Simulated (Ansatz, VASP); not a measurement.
Hf in VASP and in Ansatz

Contents of INCAR:

```
PREC     = Accurate       # precision mode
ENCUT    = 520            # plane-wave cutoff, eV
EDIFF    = 1E-8           # SCF threshold, eV
ISMEAR   = -1             # smearing method
SIGMA    = 0.03           # smearing width, eV
LREAL    = F              # projectors in reciprocal space
LASPH    = T              # aspherical terms in the spheres
NELM     = 150            # most SCF steps
ALGO     = Normal         # electronic algorithm
ISIF     = 2              # what is computed and relaxed
LWAVE    = F              # write WAVECAR
LCHARG   = F              # write CHGCAR
MAGMOM   = 0 0 0          # initial moments
LORBIT   = 11             # projections on sites
LSORBIT  = T              # spin-orbit coupling
GGA_COMPAT= F            
LORBMOM  = T            
LMAXMIX  = 4              # l up to which the mixer works
GGA      = PE             # functional
LEFG     = T            
NBANDS   = 21             # bands
```

Contents of KPOINTS:

```
Automatic mesh
0
Gamma
  16 16 16
```

File POSCAR:

```
Hf
1.0
    0.0000000000      2.2200000000      2.2200000000
    2.2200000000      0.0000000000      2.2200000000
    2.2200000000      2.2200000000      0.0000000000
Hf
1
Direct
    0.0000000000      0.0000000000      0.0000000000
```

Input for Ansatz:

```yaml
crystal:
  lattice:
    - [0.0, 2.22, 2.22]
    - [2.22, 0.0, 2.22]
    - [2.22, 2.22, 0.0]
  atoms:
    - { symbol: Hf, position: [0.0, 0.0, 0.0] }
kpoints:
  mp_grid: { grid: [16, 16, 16] }
  band_path:
    path:
      - [0.0, 0.0, 0.0]
      - [0.5, 0.0, 0.5]
      - [0.625, 0.25, 0.625]
      - [0.375, 0.375, 0.75]
      - [0.0, 0.0, 0.0]
      - [0.5, 0.5, 0.5]
      - [0.5, 0.25, 0.75]
      - [0.5, 0.0, 0.5]
    npoints: 5
scf:
  occupations: { method: fermi_dirac, width: 0.03 }
hamiltonian:
  xc: pbe
  pseudopotentials: { kind: paw_fr }
output:
  forces: true
  stress: true
  eigenvalues: true
  efg: { contact_densities: true }
  write_density: true
  write_potential: true
  elf: true
  volumetric_format: npy
magnetization:
  noncollinear: true
  spin_orbit: true
```

Alike in both runs: task electric field gradients; functional PBE; k mesh 16 × 16 × 16; occupations fermi-dirac, width 0.03 eV; non-collinear spin, spin-orbit coupling.

|  | VASP | Ansatz |
| --- | --- | --- |
| version | VASP 6.6.1 | Ansatz 0.2.0 |
| potentials or method | VASP PAW PBE potentials, release 64 (Hf_pv) | PAW with Ansatz's default frozen-core files, fully relativistic files with spin-orbit coupling |
| plane-wave cutoff (eV) | 520 | 420 |
| valence electrons in the cell | 10 | 26 |

|  | VASP | Ansatz | Ansatz less VASP |
| --- | --- | --- | --- |
| pressure (GPa) | 2.2 | 2.9 | +0.64 |
| net moment per atom (μB) | 0.00 | 0.00 | 0.000 |

With one functional, cell and mesh, what is left measures potentials, basis and numerics. VASP's potentials hold 10 valence electrons a cell and Ansatz's 26, so a difference there can come from the potentials and not from the codes.
